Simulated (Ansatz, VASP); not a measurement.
**Two plane-wave programs on BeTe**

```xyz
2
Lattice="0.0000 2.8323 2.8323 2.8323 0.0000 2.8323 2.8323 2.8323 0.0000" Properties=species:S:1:pos:R:3 pbc="T T T"
Be    0.0000    0.0000    0.0000
Te    1.4162    1.4162    1.4162
```

Alike in both runs: functional PBE; k mesh 8 × 8 × 8; occupations gaussian, width 0.02 eV; no spin polarisation.

Ansatz relaxed the structure, and its values are those at the end. VASP's run is a single point on that final structure, the one shown.

```csv
,VASP,Ansatz
version,VASP 6.6.1,Ansatz 0.2.0
potentials or method,"VASP PAW PBE potentials, release 64 (Be, Te), cutoff 600 eV","scalar-relativistic, plane waves, PAW"
valence electrons in the cell,8,18
```

VASP gave:

```
gap on the k mesh at the Fermi level (eV) : 2.02
least direct gap on the mesh (eV)         : 3.62
pressure (GPa)                            : 0.1
```

What did Ansatz give for the same quantities?

gap on the k mesh at the Fermi level (eV): 2.03; least direct gap on the mesh (eV): 3.64; pressure (GPa): 0.0.

VASP's potentials hold 8 valence electrons a cell and Ansatz's 18, so a difference there can come from the potentials and not from the codes.

Neither program's run includes spin-orbit coupling.
